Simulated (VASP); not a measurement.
Set up this calculation in VASP 6.6.1, as the native input.

* Task: relaxation of the atoms
* Functional: PBE
* Potentials or basis: VASP PAW PBE potentials, release 64 (Al, C)
* Cutoff: 520 eV
* k mesh: 6 × 6 × 1
* Occupations: gaussian, width 0.1 eV
* Spin: no spin polarisation
* Dipole correction: yes
* Atoms held fixed (from 0): [0, 1, 2, 3, 4, 5, 6, 7, 8, 9, 10, 11]
* Further INCAR settings: ALGO = Fast; EDIFF = 1e-06; IBRION = 2; EDIFFG = -0.025; NSW = 36
* Atoms held along some axes (from 0): atom 12 along a and b

The structure of Al12C lies in POSCAR:

```
Al12C
1.0
    5.7135165837      0.0000000000      0.0000000000
   -2.8567582918      4.9480505064      0.0000000000
    0.0000000000      0.0000000000     20.1013782189
Al C
12 1
Selective dynamics
Direct
    0.3333333333      0.1666666667      0.1989913307  F F F
    0.3333333333      0.6666666667      0.1989913307  F F F
    0.8333333333      0.1666666667      0.1989913307  F F F
    0.8333333333      0.6666666667      0.1989913307  F F F
    0.1666666667      0.3333333333      0.3134471524  F F F
    0.1666666667      0.8333333333      0.3134471524  F F F
    0.6666666667      0.3333333333      0.3134471524  F F F
    0.6666666667      0.8333333333      0.3134471524  F F F
    0.0000000000      0.0000000000      0.4278999243  F F F
    0.0000000000      0.5000000000      0.4278999243  F F F
    0.5000000000      0.0000000000      0.4278999243  F F F
    0.5000000000      0.5000000000      0.4278999243  F F F
    0.0000000000      0.2500000000      0.4865661329  F F T
```

These files were run (other wordings do the same):

INCAR

```
SYSTEM = Al12C
PREC = Accurate
ENCUT = 520
EDIFF = 1E-6
ISMEAR = 0
SIGMA = 0.1
LREAL = .FALSE.
LASPH = .TRUE.
NELM = 80
ALGO = Fast
ISIF = 2
LWAVE = .FALSE.
LCHARG = .FALSE.
LDIPOL = .TRUE.
IDIPOL = 3
DIPOL = 0.5 0.5 0.327
GGA = PE
IBRION = 2
NSW = 36
EDIFFG = -0.025
KPAR = 4
```

KPOINTS

```
Automatic mesh
0
G
  6 6 1
  0 0 0
```

Potentials or basis: VASP PAW PBE potentials, release 64 (Al, C).

The run is started by

```sh
$ cat potpaw_PBE.64/Al/POTCAR potpaw_PBE.64/C/POTCAR > POTCAR
$ mpirun -np 4 vasp_std > vasp.out
```

Results of the run:

| Property | Result |
| --- | --- |
| Energy gained by relaxing | 1.5 meV/atom |
| Ionic steps | 3 |
| Band gap on the k mesh | zero (bands 20 and 21 overlap by 0.34 eV) |

Run time: 8.2 min on 4 MPI ranks on Oxide Virtual Turin-like Processor, with other jobs on the host, peak memory 0.7 GiB a rank.
